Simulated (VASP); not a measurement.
Here is a VASP 6.6.1 calculation.

The input POSCAR:

```
SnSe
1.0
   11.5144350300      0.0000000000      0.0000000000
    0.0000000000      4.0682545800      0.0000000000
    0.0000000000      0.0000000000      4.6362843400
Sn Se
4 4
Direct
    0.1172765710      0.2500000000      0.1212957366
    0.3827234290      0.7500000000      0.6212957366
    0.6172765710      0.2500000000      0.3787042634
    0.8827234290      0.7500000000      0.8787042634
    0.3532386938      0.2500000000      0.0156134190
    0.1467613062      0.7500000000      0.5156134190
    0.8532386938      0.2500000000      0.4843865810
    0.6467613062      0.7500000000      0.9843865810
```

INCAR.step1

```
SYSTEM = SnSe
PREC     = Accurate       ! precision mode
ENCUT    = 520            ! plane-wave cutoff, eV
ISMEAR   = -1             ! smearing method
SIGMA    = 0.02           ! smearing width, eV
LREAL    = .False.        ! projectors in reciprocal space
LASPH    = .True.         ! aspherical terms in the spheres
NELM     = 80             ! most SCF steps
NBANDS   = 50             ! bands
GGA      = PE             ! functional
ALGO     = Normal         ! electronic algorithm
EDIFF    = 1E-4           ! SCF threshold, eV
LWAVE    = .True.         ! write WAVECAR
LCHARG   = .False.        ! write CHGCAR
```

INCAR.step2

```
SYSTEM = SnSe
PREC     = Accurate       ! precision mode
ENCUT    = 520            ! plane-wave cutoff, eV
EDIFF    = 1E-6           ! SCF threshold, eV
ISMEAR   = -1             ! smearing method
SIGMA    = 0.02           ! smearing width, eV
LREAL    = .False.        ! projectors in reciprocal space
LASPH    = .True.         ! aspherical terms in the spheres
NELM     = 80             ! most SCF steps
ALGO     = Normal         ! electronic algorithm
ISIF     = 2              ! what is computed and relaxed
LWAVE    = .False.        ! write WAVECAR
LCHARG   = .False.        ! write CHGCAR
METAGGA  = R2SCAN         ! meta-GGA
LMIXTAU  = .True.       
NBANDS   = 50             ! bands
ISTART   = 1
```

File KPOINTS:

```
Automatic mesh
0
Gamma
  4 8 6
  0 0 0
```

Potentials or basis: VASP PAW PBE potentials, release 64 (Sn_d, Se).

Command:

```bash
$ cat potpaw_PBE.64/Sn_d/POTCAR potpaw_PBE.64/Se/POTCAR > POTCAR
$ cp INCAR.step1 INCAR
$ mpirun -np 1 vasp_std > vasp.out
$ cp INCAR.step2 INCAR
$ mpirun -np 1 vasp_std > vasp.out
```

Q: Estimate the largest force.

A: 0.020 eV/Å.

Q: Predict the band gap on the k mesh.

A: 0.92 eV (least direct gap 1.35 eV).

Stress tensor (GPa, compression positive):
```
1.05 0.00 0.00
0.00 1.60 0.00
0.00 0.00 1.05
```

Caveat: the PAW data sets were made with another functional, which shifts forces and pressure a little; spin-orbit coupling is left out, which moves the levels of the heavy elements. A k mesh can miss the band edges.
